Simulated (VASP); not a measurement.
# Ce (Fm-3m) in VASP: a series of runs

The runs below take Ce through single point, with r2SCAN.

Program: VASP 6.6.1. These are calculated values, not measurements. Logs are shortened: lines on timing, memory, paths and dates and some standing lists are left out, and cuts for length are marked.

## 1. The cell of the first run

The structure is cubic, space group Fm-3m (No. 225). The conventional cell has a = 4.678 Å, b = 4.678 Å, c = 4.678 Å, α = 90.00°, β = 90.00°, γ = 90.00°. Ce (site symmetry m-3m) has 12 Ce at 3.31 Å within 4.4 Å.

## 2. Single point, r2SCAN

POSCAR reads:

```
Ce
1.0
    0.0000000000      2.3390384114      2.3390384114
    2.3390384114      0.0000000000      2.3390384114
    2.3390384114      2.3390384114      0.0000000000
Ce
1
Direct
    0.0000000000      0.0000000000      0.0000000000
```

INCAR.step1 reads:

```
  ALGO = Normal
  EDIFF = 1E-4
  ENCUT = 520
  GGA = PE
  ISMEAR = 0
  LASPH = True
  LCHARG = False
  LREAL = False
  LWAVE = True
  NBANDS = 12
  NELM = 100
  PREC = Accurate
  SIGMA = 1.0
```

INCAR.step2 reads:

```
  ALGO = Normal
  EDIFF = 1E-6
  ENCUT = 520
  ISIF = 2
  ISMEAR = 0
  ISTART = 1
  LASPH = True
  LCHARG = False
  LMIXTAU = True
  LREAL = False
  LWAVE = False
  METAGGA = R2SCAN
  NBANDS = 12
  NELM = 100
  PREC = Accurate
  SIGMA = 1.0
```

KPOINTS reads:

```
k-points
0
Gamma
  12 12 12
```

Potentials or basis: VASP PAW PBE potentials, release 64 (Ce).

Launch:

```console
cat potpaw_PBE.64/Ce/POTCAR > POTCAR
cp INCAR.step1 INCAR
mpirun -np 1 vasp_std > vasp.out
cp INCAR.step2 INCAR
mpirun -np 1 vasp_std > vasp.out
```

OUTCAR:

```text
EDIFF = 1E-6
   ENCUT = 520
   ISIF = 2
   ISMEAR = 0
   ISTART = 1
   LASPH = True
   LREAL = False
   METAGGA = R2SCAN
   NELM = 100
   PREC = Accurate

 ion  position               nearest neighbor table
   1  0.000  0.000  0.000-

  LATTYP: Found a face centered cubic cell.
 ALAT       =     4.6780768228

  Lattice vectors:

 A1 = (   0.0000000000,   2.3390384114,   2.3390384114)
 A2 = (   2.3390384114,   0.0000000000,   2.3390384114)
 A3 = (   2.3390384114,   2.3390384114,   0.0000000000)

Analysis of symmetry for initial positions (statically):
=====================================================================
 Subroutine PRICEL returns:
 Original cell was already a primitive cell.

 Routine SETGRP: Setting up the symmetry group for a
 face centered cubic supercell.

 Subroutine GETGRP returns: Found 48 space group operations
 (whereof 48 operations were pure point group operations)
 out of a pool of 48 trial point group operations.

The static configuration has the point symmetry O_h .

Analysis of symmetry for dynamics (positions and initial velocities):
=====================================================================
 Subroutine PRICEL returns:
 Original cell was already a primitive cell.

 Routine SETGRP: Setting up the symmetry group for a
 face centered cubic supercell.

 Subroutine GETGRP returns: Found 48 space group operations
 (whereof 48 operations were pure point group operations)
 out of a pool of 48 trial point group operations.

The dynamic configuration has the point symmetry O_h .

 Subroutine INISYM returns: Found 48 space group operations
 (whereof 48 operations are pure point group operations),
 and found     1 'primitive' translations

----------------------------------------------------------------------------------------

                                     Primitive cell

  volume of cell :      25.5942

  direct lattice vectors                    reciprocal lattice vectors
     0.000000000  2.339038411  2.339038411    -0.213763056  0.213763056  0.213763056
     2.339038411  0.000000000  2.339038411     0.213763056 -0.213763056  0.213763056
     2.339038411  2.339038411  0.000000000     0.213763056  0.213763056 -0.213763056

  length of vectors
     3.307899844  3.307899844  3.307899844     0.370248475  0.370248475  0.370248475

  position of ions in fractional coordinates (direct lattice)
     0.000000000  0.000000000  0.000000000

  ion indices of the primitive-cell ions
   primitive index   ion index
                 1           1

----------------------------------------------------------------------------------------

 KPOINTS: k-points

Automatic generation of k-mesh.
 Grid dimensions read from file:
 generate k-points for:   12   12   12

 Generating k-lattice:

  Cartesian coordinates                     Fractional coordinates (reciprocal lattice)
    -0.017813588  0.017813588  0.017813588     0.083333333  0.000000000  0.000000000
     0.017813588 -0.017813588  0.017813588     0.000000000  0.083333333  0.000000000
     0.017813588  0.017813588 -0.017813588     0.000000000  0.000000000  0.083333333

  Length of vectors
     0.030854040  0.030854040  0.030854040

  Shift w.r.t. Gamma in fractional coordinates (k-lattice)
     0.000000000  0.000000000  0.000000000

 Subroutine IBZKPT returns following result:
 ===========================================

 Found     72 irreducible k-points:

 Following reciprocal coordinates:
            Coordinates               Weight
  0.000000  0.000000  0.000000      1.000000
  0.083333  0.000000  0.000000      8.000000
  0.166667  0.000000  0.000000      8.000000
  0.250000  0.000000  0.000000      8.000000
  0.333333  0.000000  0.000000      8.000000
  0.416667  0.000000  0.000000      8.000000
[... 16 lines left out ...]
  0.500000  0.166667  0.000000     24.000000
 -0.416667  0.166667  0.000000     24.000000
 [... further k-points ...]
   k-points           NKPTS =     72   k-points in BZ     NKDIM =     72   number of bands    NBANDS=     12
   number of dos      NEDOS =    301   number of ions     NIONS =      1
   total plane-waves  NPLWV =  21952
   dimension x,y,z NGX =    28 NGY =   28 NGZ =   28
   dimension x,y,z NGXF=    56 NGYF=   56 NGZF=   56
   ions per type =               1
   NGX,Y,Z   is equivalent  to a cutoff of  14.07, 14.07, 14.07 a.u.
   NGXF,Y,Z  is equivalent  to a cutoff of  28.14, 28.14, 28.14 a.u.
 SYSTEM =  unknown system
   PREC   = accura    normal or accurate (medium, high low for compatibility)
   ISTART =      1    job   : 0-new  1-cont  2-samecut
   ICHARG =      0    charge: 1-file 2-atom 10-const
   ISPIN  =      1    spin polarized calculation?
   LNONCOLLINEAR =      F non collinear calculations
   LSORBIT =      F    spin-orbit coupling
   LASPH  =      T    aspherical Exc in radial PAW
   ENCUT  =  520.0 eV  38.22 Ry    6.18 a.u.   6.15  6.15  6.15*2*pi/ulx,y,z
   NELM   =    100;   NELMIN=  2; NELMDL=  0     # of ELM steps
   EDIFF  = 0.1E-05   stopping-criterion for ELM
   LREAL  =      F    real-space projection
   EDIFFG = 0.1E-04   stopping-criterion for IOM
   NSW    =      0    number of steps for IOM
   IBRION =     -1    ionic relax: 0-MD 1-quasi-New 2-CG
   NFREE  =      0    steps in history (QN), initial steepest desc. (CG)
   ISIF   =      2    stress and relaxation
   ISYM   =      2    0-nonsym 1-usesym 2-fastsym
   POTIM  = 0.5000    time-step for ionic-motion
   TEBEG  =    0.0;   TEEND  =   0.0 temperature during run
   PSTRESS=    0.0 pullay stress
   NELECT =      12.0000    total number of electrons
   NUPDOWN=      -1.0000    fix difference up-down
   EMIN   =  10.00;   EMAX   =-10.00  energy-range for DOS
   EFERMI =   0.00;   METHOD = LEGACY
   ISMEAR =     0;   SIGMA  =   1.00  broadening in eV -4-tet -1-fermi 0-gaus
   EFERMI_NEDOS =   21; number of points for ismear=-14 and -15
   IALGO  =     38    algorithm
   IMIX   =      4    mixing-type and parameters
     AMIX     =   0.40;   BMIX     =  1.00
     AMIX_MAG =   1.60;   BMIX_MAG =  1.00
  volume/ion in A,a.u.               =      25.59       172.72
  Fermi-wavevector in a.u.,A,eV,Ry     =   1.271807  2.403367 22.007331  1.617493
  Thomas-Fermi vector in A             =   2.404720
   LORBIT       =      0    0 simple, 1 ext, 2 COOP (PROOUT), +10 PAW based schemes
   METAGGA = R2SCAN    functional components
   LHFCALC =     F    Hartree Fock is set to
   AEXX    =    0.0000 exact exchange contribution
   IVDW    =     0    specifies the selected vdW correction
   LEPSILON=     F    determine dielectric tensor
   LRPA    =     F    only Hartree local field effects (RPA)
 non-spin polarized calculation
 Gauss-broadening in eV      SIGMA  =   1.00
  energy-cutoff  :      520.00
  volume of cell :       25.59
 maximum number of plane-waves:       701
 NGX is ok and might be reduce to    28
   NGX = 13   NGY = 13   NGZ = 13

 number of electron      12.0000000 magnetization

 Free energy of the ion-electron system (eV)
  ---------------------------------------------------
  ext. energy  EPLUGINS =         0.00000000
  ---------------------------------------------------
  free energy    TOTEN  =       -31.46532070 eV

  energy without entropy =      -30.11207397  energy(sigma->0) =      -30.78869734

 E-fermi :  10.0009     XC(G=0): -12.2832

 val. band max:        9.9923979550   @ k =  -0.4167   0.0833   0.0000
 cond. band min:      10.0164881081   @ k =  -0.1667   0.2500   0.0833
 fundamental gap:      0.0240901530
 Fermi energy:        10.0009367966

 k-point     1 :       0.0000    0.0000    0.0000
  band No.  band energies     occupation
      1     -25.9734      2.00000
      2      -6.5069      2.00000
      3      -6.5069      2.00000
      4      -6.5069      2.00000
      5       7.1877      1.99993
      6      10.1319      0.85305
      7      10.9306      0.18859
      8      10.9306      0.18859
      9      10.9306      0.18859
     10      11.8016      0.01088
     11      11.8016      0.01088
     12      11.8016      0.01088

 k-point     2 :       0.0833    0.0000    0.0000
  band No.  band energies     occupation
      1     -25.9329      2.00000
      2      -6.7728      2.00000
      3      -6.5355      2.00000
      4      -6.5355      2.00000
      5       7.5247      1.99954
      6       9.9762      1.02785
      7      10.8898      0.20874
      8      10.9383      0.18495
      9      10.9383      0.18495
     10      11.4992      0.03410
     11      11.4992      0.03410
     12      11.8532      0.00881

 k-point     3 :       0.1667    0.0000    0.0000
  band No.  band energies     occupation
      1     -25.8206      2.00000
      2      -7.4511      2.00000
      3      -6.6126      2.00000
      4      -6.6126      2.00000
      5       8.2083      1.98876
      6       9.8466      1.17280
      7      10.7783      0.27164
      8      10.9632      0.17356
      9      10.9632      0.17356
     10      11.2990      0.06640
     11      11.2990      0.06640
     12      11.8521      0.00885
[... 286 lines left out ...]
 k-point    23 :       0.5000    0.1667    0.0000
  band No.  band energies     occupation
      1     -25.2695      2.00000
      2      -9.4795      2.00000
      3      -7.4796      2.00000
      4      -7.1147      2.00000
      5       8.4898      1.96741
      6       9.6413      1.38900
      7      10.8436      0.23337
      8      11.0891      0.12382
      9      11.2652      0.07378
     10      11.2671      0.07336
     11      11.5228      0.03138
     12      11.5917      0.02447

 k-point    24 :      -0.4167    0.1667    0.0000
  band No.  band energies     occupation
      1     -25.2574      2.00000
      2      -9.5114      2.00000
      3      -7.5947      2.00000
      4      -7.0399      2.00000
      5       8.6600      1.94210
      6       9.5691      1.45860
      7      10.9920      0.16102
      8      11.0552      0.13597
      9      11.2254      0.08333
     10      11.2776      0.07100
     11      11.6361      0.02075
     12      11.6410      0.02037

 [... further k-points ...]

------------------------ aborting loop because EDIFF is reached ----------------------------------------

  FORCE on cell =-STRESS in cart. coord.  units (eV):
  Direction    XX          YY          ZZ          XY          YZ          ZX
  --------------------------------------------------------------------------------------
  -------------------------------------------------------------------------------------
  Total        0.8771788      0.8771788      0.8771788      0.0000000      0.0000000      0.0000000
  in kB       54.9106583     54.9106583     54.9106583      0.0000000      0.0000000      0.0000000
  external PRESSURE =      54.9106583 kB  Pullay stress =       0.0000000 kB

 VOLUME and BASIS-vectors are now :
 -----------------------------------------------------------------------------
  energy-cutoff  :      520.00
  volume of cell :       25.59
      direct lattice vectors                 reciprocal lattice vectors
     0.000000000  2.339038411  2.339038411    -0.213763056  0.213763056  0.213763056
     2.339038411  0.000000000  2.339038411     0.213763056 -0.213763056  0.213763056
     2.339038411  2.339038411  0.000000000     0.213763056  0.213763056 -0.213763056

 POSITION                                       TOTAL-FORCE (eV/Angst)
 -----------------------------------------------------------------------------------
      0.00000      0.00000      0.00000        -0.000000      0.000000      0.000000
 -----------------------------------------------------------------------------------
    total drift:                                0.000000     -0.000000     -0.000000

  FREE ENERGIE OF THE ION-ELECTRON SYSTEM (eV)
  ---------------------------------------------------
  free  energy   TOTEN  =       -31.4653206981 eV

  energy  without entropy=      -30.1120739749  energy(sigma->0) =      -30.78869734
```

It took 1.7 min on 1 thread of Intel Xeon Platinum 8488C (Sapphire Rapids), shared host; peak memory 0.19 GiB.

What came out:

```yaml
Free_energy: -31.4653 eV
Pressure: 5.5 GPa
Band_gap_on_the_k_mesh: zero (bands 6 and 7 overlap by 0.62 eV)
```

Caveat: the highest band is partly filled, so the run has too few bands; the cell stands under pressure; so wide a smearing shifts energies and pressures; the PAW data sets were made with another functional, which shifts forces and pressure a little; spin-orbit coupling is left out, which moves the levels of the heavy elements; semilocal functionals describe open f shells poorly, which spoils levels, moments and volumes.

(Continued in part 2 of 2.)

The gap in the log of VASP goes by the Fermi energy; the results here count the filled bands.